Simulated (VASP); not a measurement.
Wanted: the native input for a VASP 6.6.1 run.

| Item | Value |
| --- | --- |
| Task | electric field gradients |
| Functional | r2SCAN |
| Potentials or basis | VASP PAW PBE potentials, release 64 (Ag, Cl) |
| Cutoff | 520 eV |
| k mesh | 9 × 9 × 9 |
| Occupations | fermi-dirac, width 0.01 eV |
| Spin | no spin polarisation |
| Dipole correction | no |
| Further INCAR settings | ALGO = Normal; EDIFF = 1e-08; NBANDS = 16 |

AgCl:

```
CELL_PARAMETERS angstrom
0.00000 2.73500 2.73500
2.73500 0.00000 2.73500
2.73500 2.73500 0.00000
ATOMIC_POSITIONS crystal
Ag 0.00000 0.00000 0.00000
Cl 0.50000 0.50000 0.50000
```

One way to write it, as run:

POSCAR

```
AgCl
1.0
    0.0000000000      2.7350000000      2.7350000000
    2.7350000000      0.0000000000      2.7350000000
    2.7350000000      2.7350000000      0.0000000000
Ag Cl
1 1
Direct
    0.0000000000      0.0000000000      0.0000000000
    0.5000000000      0.5000000000      0.5000000000
```

INCAR.step1

```
PREC = Accurate
ENCUT = 520
ISMEAR = -1
SIGMA = 0.01
LREAL = F
LASPH = T
NELM = 100
NBANDS = 16
GGA = PE
ALGO = Normal
EDIFF = 1E-4
LWAVE = T
LCHARG = F
```

INCAR.step2

```
PREC = Accurate
ENCUT = 520
EDIFF = 1E-8
ISMEAR = -1
SIGMA = 0.01
LREAL = F
LASPH = T
NELM = 100
ALGO = Normal
ISIF = 2
LWAVE = F
LCHARG = F
METAGGA = R2SCAN
LMIXTAU = T
LEFG = T
NBANDS = 16
ISTART = 1
```

KPOINTS

```
regular mesh
0
Gamma
  9 9 9
```

Potentials or basis: VASP PAW PBE potentials, release 64 (Ag, Cl).

Command:

```bash
$ cat potpaw_PBE.64/Ag/POTCAR potpaw_PBE.64/Cl/POTCAR > POTCAR
$ cp INCAR.step1 INCAR
$ mpirun -np 1 vasp_std > vasp.out
$ cp INCAR.step2 INCAR
$ mpirun -np 1 vasp_std > vasp.out
```

It gave:

```yaml
Pressure: 2.2 GPa
Band_gap_on_the_k_mesh: 1.48 eV (least direct gap 3.82 eV)
Largest_electric_field_gradient_by_atom: under 0.05 V/Å² on every atom
```

Caveat: the PAW data sets were made with another functional, which shifts forces and pressure a little; an odd mesh through Γ misses points on the zone boundary, where band edges can lie.

It took 2.1 min on 1 thread of Intel(R) Xeon(R) Platinum 8259CL CPU @ 2.50GHz (Skylake/Cascade Lake) (shared host), peak memory 0.18 GiB.
